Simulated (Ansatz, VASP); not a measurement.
## AlNi in VASP and in Ansatz

The input POSCAR:

```
AlNi
1.0
    1.9200181183     -1.9425589801     -0.0037790393
    1.9512319427      1.9735411424      0.0255001712
    0.0173630105      0.0232309344      3.1752880394
Al Ni
1 1
Direct
   -0.0042343019      0.0203536993     -0.0081235684
    0.5000516049      0.4946897599      0.4962920952
```

File INCAR.step1:

```
SYSTEM = AlNi
ALGO     = Normal         ! electronic algorithm
EDIFF    = 1E-4           ! SCF threshold, eV
ENCUT    = 520            ! plane-wave cutoff, eV
GGA      = PE             ! functional
ISMEAR   = 0              ! smearing method
LASPH    = .True.         ! aspherical terms in the spheres
LCHARG   = .False.        ! write CHGCAR
LREAL    = .False.        ! projectors in reciprocal space
LWAVE    = .True.         ! write WAVECAR
NBANDS   = 14             ! bands
NELM     = 80             ! most SCF steps
PREC     = Accurate       ! precision mode
SIGMA    = 0.1            ! smearing width, eV
```

The input INCAR.step2:

```
SYSTEM = AlNi
ALGO     = Normal         ! electronic algorithm
EDIFF    = 1E-6           ! SCF threshold, eV
ENCUT    = 520            ! plane-wave cutoff, eV
ISIF     = 2              ! what is computed and relaxed
ISMEAR   = 0              ! smearing method
ISTART   = 1            
LASPH    = .True.         ! aspherical terms in the spheres
LCHARG   = .False.        ! write CHGCAR
LMIXTAU  = .True.       
LREAL    = .False.        ! projectors in reciprocal space
LWAVE    = .False.        ! write WAVECAR
METAGGA  = R2SCAN         ! meta-GGA
NBANDS   = 14             ! bands
NELM     = 80             ! most SCF steps
PREC     = Accurate       ! precision mode
SIGMA    = 0.1            ! smearing width, eV
```

Contents of KPOINTS:

```
k-points
0
Gamma
  2 2 2
  0 0 0
```

Input for Ansatz:

```yaml
crystal:
  lattice:
    - [1.9200181183, -1.9425589801, -0.0037790393]
    - [1.9512319427, 1.9735411424, 0.0255001712]
    - [0.0173630105, 0.0232309344, 3.1752880394]
  atoms:
    - { symbol: Al, position: [-0.0042343019, 0.0203536993, -0.0081235684] }
    - { symbol: Ni, position: [0.5000516049, 0.4946897599, 0.4962920952] }
basis:
  ecutwfc: 500
kpoints:
  mp_grid: { grid: [2, 2, 2] }
hamiltonian:
  xc: r2scan
scf:
  occupations: { method: gaussian, width: 0.1 }
output:
  forces: true
  stress: true
  eigenvalues: true
```

Change from the starting cell: kmesh displaced: [2, 2, 2] Gamma-centred.

Alike in both runs: task single point; functional r2SCAN; k mesh 2 × 2 × 2; occupations gaussian, width 0.1 eV; no spin polarisation.

|  | VASP | Ansatz |
| --- | --- | --- |
| version | VASP 6.6.1 | Ansatz 0.2.0 |
| potentials or method | VASP PAW PBE potentials, release 64 (Al, Ni), cutoff 520 eV | scalar-relativistic, plane waves, PAW |
| valence electrons in the cell | 13 | 21 |

|  | VASP | Ansatz | Ansatz less VASP |
| --- | --- | --- | --- |
| gap on the k mesh at the Fermi level (eV) | none | none | - |
| pressure (GPa) | -0.2 | 0.2 | +0.33 |
| traceless stress, the component that is largest in VASP (GPa) | -14.30 | -14.20 | +0.105 |
| rms of the force components (eV/Å) | 0.290 | 0.289 | -0.0019 |

VASP's potentials were made for PBE, not for r2SCAN. Atom by atom the forces differ by 0.002 eV/Å (rms over components). A gap of «none» marks a metal or a gap that the smearing closes. The functional is the same, so the differences come from potentials, cutoffs and numerics. VASP's potentials hold 13 valence electrons a cell and Ansatz's 21, so a difference there can come from the potentials and not from the codes.

The k mesh is coarse, so the values compare programs but aren't converged.
